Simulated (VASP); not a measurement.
## Si2Mo: relaxation of shape and atoms at fixed volume with PBE

Crystal: Si2Mo.

```
Si Mo
1.0
    -1.59218    1.59218    3.89674
     1.59218   -1.59218    3.89674
     1.59218    1.59218   -3.89674
Si Mo
2 1
Direct
  0.33510 0.33510 0.00000
  0.66490 0.66490 0.00000
  0.00000 0.00000 0.00000
```

This cell differs from its parent crystal: volume scaled by 0.97.

```yaml
Program: VASP 6.6.1
Task: relaxation of shape and atoms at fixed volume
Functional: PBE
Potentials_or_basis: VASP PAW PBE potentials, release 64 (Si, Mo_sv)
Cutoff: 600 eV
k_mesh: 18 × 18 × 18
Occupations: gaussian, width 0.1 eV
Spin: no spin polarisation
Dipole_correction: no
Further_INCAR_settings: ALGO = Normal; EDIFF = 1e-07; IBRION = 2; EDIFFG = -0.01; NSW = 50; ISIF = 4
```

```yaml
Energy_gained_by_relaxing: 0.1 meV/atom
Ionic_steps: 4
Pressure_after_relaxing: 6.8 GPa
Largest_force_after_relaxing: 0.003 eV/Å
Band_gap_on_the_k_mesh: zero (band 11 reaches 13.03 eV, above the bottom of band 12 at 12.05 eV)
```

Forces on the atoms (eV/Å):
```
Si   0.000  0.000  0.003
Si   0.000  0.000 -0.003
Mo   0.000  0.000  0.000
```

Step by step:
```csv
step,energy change (eV),largest force (eV/Å),pressure (GPa),volume (Å³)
1,0.0000,0.0788,6.91,39.51
2,-0.0004,0.0000,6.77,39.51
3,-0.0004,0.0178,6.80,39.51
4,-0.0004,0.0032,6.79,39.51
```

Final structure:
```cif
data_structure
_symmetry_space_group_name_H-M 'P 1'
_symmetry_Int_Tables_number 1
_cell_length_a 4.5041
_cell_length_b 4.5041
_cell_length_c 4.5041
_cell_angle_alpha 138.626
_cell_angle_beta 138.626
_cell_angle_gamma 59.946
_cell_volume 39.51
loop_
_atom_site_label
_atom_site_type_symbol
_atom_site_fract_x
_atom_site_fract_y
_atom_site_fract_z
_atom_site_occupancy
Si1 Si 0.33459 0.33459 0.00000 1
Si2 Si 0.66541 0.66541 0.00000 1
Mo1 Mo 0.00000 0.00000 0.00000 1
```

Levels at points of the mesh, in eV from the Fermi level:
```csv
k point,band 9,band 10,band 11,band 12,band 13,band 14
"(0.00, 0.00, 0.00)",-2.68,-2.68,0.39,3.11,3.25,3.60
"(0.50, 0.00, 0.00)",-2.64,-2.62,-0.53,2.33,3.12,4.20
"(0.50, 0.50, 0.00)",-4.52,-3.13,-1.19,2.38,2.81,3.18
"(0.50, 0.50, 0.50)",-0.59,-0.59,-0.48,-0.48,0.53,4.77
```

Wall time 5.9 min on 1 thread of Intel(R) Xeon(R) 6975P-C (Granite Rapids), with other jobs on the host, peak memory 0.49 GiB.

Caveat: the cell differs from its parent crystal (volume scaled by 0.97).
